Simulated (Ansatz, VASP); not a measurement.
**Cl in VASP and in Ansatz**

```
Cl
1.0
     4.34950    0.00000    0.00000
    -2.17475    3.76678    0.00000
     0.00000    0.00000    2.24671
Cl
1
Direct
  0.00000 0.00000 0.00000
```

Alike in both runs: functional PBE; k mesh 6 × 6 × 6; occupations gaussian, width 0.1 eV; no spin polarisation.

Ansatz relaxed the structure, and its values are those at the end. VASP's run is a single point on that final structure, the one shown.

|  | VASP | Ansatz |
| --- | --- | --- |
| version | VASP 6.6.1 | Ansatz 0.2.0 |
| potentials or method | VASP PAW PBE potentials, release 64 (Cl), cutoff 520 eV | scalar-relativistic, plane waves, PAW |
| valence electrons in the cell | 7 | 7 |

|  | VASP | Ansatz | Ansatz less VASP |
| --- | --- | --- | --- |
| pressure (GPa) | -0.1 | 0.0 | +0.14 |

The k mesh is coarse, so the values compare programs but aren't converged.
